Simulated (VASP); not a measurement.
Here is a VASP 6.6.1 calculation.

File INCAR:

```
  PREC = Accurate
  ENCUT = 600
  EDIFF = 1E-6
  ISMEAR = 0
  SIGMA = 0.1
  LREAL = False
  LASPH = True
  NELM = 80
  ALGO = Normal
  ISIF = 3
  LWAVE = False
  LCHARG = False
  GGA = PE
  IBRION = 2
  NSW = 90
  EDIFFG = -0.04
```

File KPOINTS:

```
regular mesh
0
Gamma
  6 6 2
```

Contents of POSCAR:

```
Sc2GaP3
1.0
    3.7250814900      0.0000000000      0.0000000000
    0.0000000000      3.7250814900      0.0000000000
    0.0000000000      0.0000000000      8.2178848700
Sc Ga P
2 1 3
Direct
    0.5000000000      0.0000000000      0.7391930200
    0.0000000000      0.5000000000      0.2608069800
    0.5000000000      0.5000000000      0.0000000000
    0.5000000000      0.0000000000      0.3837740100
    0.0000000000      0.5000000000      0.6162259900
    0.0000000000      0.0000000000      0.0000000000
```

Potentials or basis: VASP PAW PBE potentials, release 64 (Sc_sv, Ga_d, P).

Command:

```bash
$ cat potpaw_PBE.64/Sc_sv/POTCAR potpaw_PBE.64/Ga_d/POTCAR potpaw_PBE.64/P/POTCAR > POTCAR
$ mpirun -np 1 vasp_std > vasp.out
```

Q: Estimate the relaxed volume.

A: 17.59 Å³/atom.

Q: What does it give for the band gap on the k mesh?

A: Zero (bands 25 and 26 overlap by 1.59 eV).

Stress tensor (GPa, compression positive):
```
 0.21  0.00  0.00
 0.00  0.21  0.00
 0.00  0.00 -0.33
```

Caveat: the k points lie up to 0.41 Å⁻¹ apart in the final cell, too coarse for converged energies and pressures of a metal.
